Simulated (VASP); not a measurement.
# V (I4/mmm) in VASP: single point with PBEsol

Aim: the single point of V with PBEsol.

Everything below comes from runs of VASP 6.6.1. Logs are shortened: lines on timing, memory, paths and dates and some standing lists are left out, and cuts for length are marked.

### 1 The cell of the first run

It takes space group I4/mmm (No. 139, tetragonal). Conventional cell: a = 2.430 Å, b = 2.430 Å, c = 4.429 Å, α = 90.00°, β = 90.00°, γ = 90.00°. V (site symmetry 4/mmm) has 12 V at 2.43 to 2.80 Å within 3.2 Å.

### 2 Single point, PBEsol

INCAR reads:

```
ALGO = Fast
EDIFF = 1E-6
ENCUT = 520
GGA = PS
ISIF = 2
ISMEAR = 0
LASPH = T
LCHARG = T
LELF = T
LREAL = F
LVHAR = T
LWAVE = F
NBANDS = 12
NELM = 60
PREC = Accurate
SIGMA = 0.1
```

KPOINTS reads:

```
k-points
0
Gamma
  32 32 32
```

POSCAR reads:

```
V
1.0
   -1.2151558827      1.2151558827      2.2143473436
    1.2151558827     -1.2151558827      2.2143473436
    1.2151558827      1.2151558827     -2.2143473436
V
1
Direct
    0.0000000000      0.0000000000      0.0000000000
```

Potentials or basis: VASP PAW PBE potentials, release 64 (V_sv).

Started as:

```sh
> cat potpaw_PBE.64/V_sv/POTCAR > POTCAR
> mpirun -np 1 vasp_std > vasp.out
```

OUTCAR:

```text
EDIFF = 1E-6
   ENCUT = 520
   GGA = PS
   ISIF = 2
   ISMEAR = 0
   LASPH = T
   LREAL = F
   NELM = 60
   PREC = Accurate

 ion  position               nearest neighbor table
   1  0.000  0.000  0.000-

  LATTYP: Found a body centered tetragonal cell.
 ALAT       =     2.4303117654
 C/A-ratio  =     1.8222743066

  Lattice vectors:

 A1 = (  -1.2151558827,   1.2151558827,   2.2143473436)
 A2 = (   1.2151558827,  -1.2151558827,   2.2143473436)
 A3 = (   1.2151558827,   1.2151558827,  -2.2143473436)

Analysis of symmetry for initial positions (statically):
=====================================================================
 Subroutine PRICEL returns:
 Original cell was already a primitive cell.

 Routine SETGRP: Setting up the symmetry group for a
 body centered tetragonal supercell.

 Subroutine GETGRP returns: Found 16 space group operations
 (whereof 16 operations were pure point group operations)
 out of a pool of 16 trial point group operations.

The static configuration has the point symmetry D_4h.

Analysis of symmetry for dynamics (positions and initial velocities):
=====================================================================
 Subroutine PRICEL returns:
 Original cell was already a primitive cell.

 Routine SETGRP: Setting up the symmetry group for a
 body centered tetragonal supercell.

 Subroutine GETGRP returns: Found 16 space group operations
 (whereof 16 operations were pure point group operations)
 out of a pool of 16 trial point group operations.

The dynamic configuration has the point symmetry D_4h.

 Subroutine INISYM returns: Found 16 space group operations
 (whereof 16 operations are pure point group operations),
 and found     1 'primitive' translations

----------------------------------------------------------------------------------------

                                     Primitive cell

  volume of cell :      13.0789

  direct lattice vectors                    reciprocal lattice vectors
    -1.215155883  1.215155883  2.214347344     0.000000000  0.411469843  0.225800167
     1.215155883 -1.215155883  2.214347344     0.411469843  0.000000000  0.225800167
     1.215155883  1.215155883 -2.214347344     0.411469843  0.411469843  0.000000000

  length of vectors
     2.802952336  2.802952336  2.802952336     0.469353968  0.469353968  0.581906232

  position of ions in fractional coordinates (direct lattice)
     0.000000000  0.000000000  0.000000000

  ion indices of the primitive-cell ions
   primitive index   ion index
                 1           1

----------------------------------------------------------------------------------------

 KPOINTS: k-points

Automatic generation of k-mesh.
 Grid dimensions read from file:
 generate k-points for:   32   32   32

 Generating k-lattice:

  Cartesian coordinates                     Fractional coordinates (reciprocal lattice)
     0.000000000  0.012858433  0.007056255     0.031250000  0.000000000 -0.000000000
     0.012858433  0.000000000  0.007056255     0.000000000  0.031250000 -0.000000000
     0.012858433  0.012858433  0.000000000     0.000000000  0.000000000  0.031250000

  Length of vectors
     0.014667311  0.014667311  0.018184570

  Shift w.r.t. Gamma in fractional coordinates (k-lattice)
     0.000000000  0.000000000  0.000000000

 Subroutine IBZKPT returns following result:
 ===========================================

 Found   2393 irreducible k-points:

 Following reciprocal coordinates:
            Coordinates               Weight
  0.000000  0.000000  0.000000      1.000000
  0.031250  0.000000 -0.000000      8.000000
  0.062500  0.000000 -0.000000      8.000000
  0.093750  0.000000  0.000000      8.000000
  0.125000  0.000000 -0.000000      8.000000
  0.156250  0.000000 -0.000000      8.000000
[... 16 lines left out ...]
  0.187500  0.031250 -0.000000     16.000000
  0.218750  0.031250 -0.000000     16.000000
 [... further k-points ...]
   k-points           NKPTS =   2393   k-points in BZ     NKDIM =   2393   number of bands    NBANDS=     12
   number of dos      NEDOS =    301   number of ions     NIONS =      1
   total plane-waves  NPLWV =  13824
   dimension x,y,z NGX =    24 NGY =   24 NGZ =   24
   dimension x,y,z NGXF=    48 NGYF=   48 NGZF=   48
   ions per type =               1
   NGX,Y,Z   is equivalent  to a cutoff of  14.23, 14.23, 14.23 a.u.
   NGXF,Y,Z  is equivalent  to a cutoff of  28.47, 28.47, 28.47 a.u.
 SYSTEM =  unknown system
   PREC   = accura    normal or accurate (medium, high low for compatibility)
   ISTART =      0    job   : 0-new  1-cont  2-samecut
   ICHARG =      2    charge: 1-file 2-atom 10-const
   ISPIN  =      1    spin polarized calculation?
   LNONCOLLINEAR =      F non collinear calculations
   LSORBIT =      F    spin-orbit coupling
   LASPH  =      T    aspherical Exc in radial PAW
   ENCUT  =  520.0 eV  38.22 Ry    6.18 a.u.   5.21  5.21  5.21*2*pi/ulx,y,z
   NELM   =     60;   NELMIN=  2; NELMDL= -5     # of ELM steps
   EDIFF  = 0.1E-05   stopping-criterion for ELM
   LREAL  =      F    real-space projection
   EDIFFG = 0.1E-04   stopping-criterion for IOM
   NSW    =      0    number of steps for IOM
   IBRION =     -1    ionic relax: 0-MD 1-quasi-New 2-CG
   NFREE  =      0    steps in history (QN), initial steepest desc. (CG)
   ISIF   =      2    stress and relaxation
   ISYM   =      2    0-nonsym 1-usesym 2-fastsym
   POTIM  = 0.5000    time-step for ionic-motion
   TEBEG  =    0.0;   TEEND  =   0.0 temperature during run
   PSTRESS=    0.0 pullay stress
   NELECT =      13.0000    total number of electrons
   NUPDOWN=      -1.0000    fix difference up-down
   EMIN   =  10.00;   EMAX   =-10.00  energy-range for DOS
   EFERMI =   0.00;   METHOD = LEGACY
   ISMEAR =     0;   SIGMA  =   0.10  broadening in eV -4-tet -1-fermi 0-gaus
   EFERMI_NEDOS =   21; number of points for ismear=-14 and -15
   IALGO  =     68    algorithm
   IMIX   =      4    mixing-type and parameters
     AMIX     =   0.40;   BMIX     =  1.00
     AMIX_MAG =   1.60;   BMIX_MAG =  1.00
  volume/ion in A,a.u.               =      13.08        88.26
  Fermi-wavevector in a.u.,A,eV,Ry     =   1.633802  3.087438 36.318145  2.669308
  Thomas-Fermi vector in A             =   2.725546
   LORBIT       =      0    0 simple, 1 ext, 2 COOP (PROOUT), +10 PAW based schemes
   GGA     = PS    functional components
   LHFCALC =     F    Hartree Fock is set to
   AEXX    =    0.0000 exact exchange contribution
   IVDW    =     0    specifies the selected vdW correction
   LEPSILON=     F    determine dielectric tensor
   LRPA    =     F    only Hartree local field effects (RPA)
 non-spin polarized calculation
 RMM-DIIS sequential band-by-band and
 Gauss-broadening in eV      SIGMA  =   0.10
  energy-cutoff  :      520.00
  volume of cell :       13.08
 maximum number of plane-waves:       368
 NGX is ok and might be reduce to    24
   NGX = 11   NGY = 11   NGZ = 11

 number of electron      13.0000001 magnetization

 Free energy of the ion-electron system (eV)
  ---------------------------------------------------
  ext. energy  EPLUGINS =         0.00000000
  ---------------------------------------------------
  free energy    TOTEN  =        -9.54116769 eV

  energy without entropy =       -9.53442477  energy(sigma->0) =       -9.53779623

 E-fermi :  10.0704     XC(G=0): -13.2017

 val. band max:       10.0700608236   @ k =   0.3125   0.1563   0.1563
 cond. band min:      10.0705180860   @ k =   0.2500   0.0938   0.0625
 fundamental gap:      0.0004572625
 Fermi energy:        10.0703952214

 k-point     1 :       0.0000    0.0000    0.0000
  band No.  band energies     occupation
      1     -53.5218      2.00000
      2     -27.0113      2.00000
      3     -26.7299      2.00000
      4     -26.7299      2.00000
      5       3.3063      2.00000
      6       8.9532      2.00000
      7      10.4464      0.00000
      8      11.5504      0.00000
      9      11.5504      0.00000
     10      13.5882      0.00000
     11      29.1713      0.00000
     12      29.3710      0.00000

 k-point     2 :       0.0312    0.0000   -0.0000
  band No.  band energies     occupation
      1     -53.5195      2.00000
      2     -27.0135      2.00000
      3     -26.7416      2.00000
      4     -26.7295      2.00000
      5       3.3460      2.00000
      6       8.9693      2.00000
      7      10.4526      0.00000
      8      11.5204      0.00000
      9      11.5623      0.00000
     10      13.5689      0.00000
     11      29.1790      0.00000
     12      29.3844      0.00000

 k-point     3 :       0.0625    0.0000   -0.0000
  band No.  band energies     occupation
      1     -53.5125      2.00000
      2     -27.0205      2.00000
      3     -26.7759      2.00000
      4     -26.7286      2.00000
      5       3.4641      2.00000
      6       9.0154      2.00000
      7      10.4693      0.00000
      8      11.4373      0.00000
      9      11.5975      0.00000
     10      13.5126      0.00000
     11      29.1891      0.00000
     12      29.4130      0.00000
[... 286 lines left out ...]
 k-point    23 :       0.1875    0.0313   -0.0000
  band No.  band energies     occupation
      1     -53.4406      2.00000
      2     -27.1877      2.00000
      3     -27.0166      2.00000
      4     -26.7332      2.00000
      5       4.7399      2.00000
      6       9.3374      2.00000
      7      10.1357      0.35552
      8      11.4469      0.00000
      9      11.9274      0.00000
     10      13.0584      0.00000
     11      27.6076      0.00000
     12      28.9847      0.00000

 k-point    24 :       0.2188    0.0313   -0.0000
  band No.  band energies     occupation
      1     -53.4173      2.00000
      2     -27.2856      2.00000
      3     -27.0511      2.00000
      4     -26.7301      2.00000
      5       5.1472      2.00000
      6       9.4253      2.00000
      7       9.9498      1.91196
      8      11.6533      0.00000
      9      11.9928      0.00000
     10      12.9662      0.00000
     11      26.7341      0.00000
     12      28.6155      0.00000

 [... further k-points ...]

------------------------ aborting loop because EDIFF is reached ----------------------------------------

  FORCE on cell =-STRESS in cart. coord.  units (eV):
  Direction    XX          YY          ZZ          XY          YZ          ZX
  --------------------------------------------------------------------------------------
  -------------------------------------------------------------------------------------
  Total        0.0326675      0.0326675      0.0297874      0.0000000      0.0000000     -0.0000000
  in kB        4.0018164      4.0018164      3.6489972      0.0000000      0.0000000     -0.0000000
  external PRESSURE =       3.8842100 kB  Pullay stress =       0.0000000 kB

 VOLUME and BASIS-vectors are now :
 -----------------------------------------------------------------------------
  energy-cutoff  :      520.00
  volume of cell :       13.08
      direct lattice vectors                 reciprocal lattice vectors
    -1.215155883  1.215155883  2.214347344     0.000000000  0.411469843  0.225800167
     1.215155883 -1.215155883  2.214347344     0.411469843  0.000000000  0.225800167
     1.215155883  1.215155883 -2.214347344     0.411469843  0.411469843  0.000000000

 POSITION                                       TOTAL-FORCE (eV/Angst)
 -----------------------------------------------------------------------------------
      0.00000      0.00000      0.00000         0.000000      0.000000      0.000000
 -----------------------------------------------------------------------------------
    total drift:                               -0.000000      0.000000     -0.000000

  FREE ENERGIE OF THE ION-ELECTRON SYSTEM (eV)
  ---------------------------------------------------
  free  energy   TOTEN  =        -9.5411676909 eV

  energy  without entropy=       -9.5344247748  energy(sigma->0) =       -9.53779623
```

Run time: 3.3 min. Hardware: 1 thread of Intel Xeon Platinum 8488C (Sapphire Rapids), shared host; peak memory 0.47 GiB.

Results:

```
Free energy            : -9.5412 eV
Pressure               : 0.4 GPa
Band gap on the k mesh : zero (an odd number of electrons rules out a gap without spin polarisation)
```

Levels at points of the mesh, in eV from the Fermi level:
```tsv
k point	band 4	band 5	band 6	band 7	band 8	band 9	band 10	band 11
(0.00, 0.00, 0.00)	-36.80	-6.76	-1.12	0.38	1.48	1.48	3.52	19.10
(0.50, 0.00, 0.00)	-36.77	-3.33	-0.78	1.39	1.41	3.25	3.72	10.20
(0.50, 0.50, 0.00)	-37.18	-3.64	-2.42	2.59	3.08	5.01	6.01	12.34
(0.50, 0.50, 0.50)	-36.93	-3.50	-2.43	0.71	3.71	3.71	3.89	9.36
```

Caveat: the PAW data sets were made with another functional, which shifts forces and pressure a little.
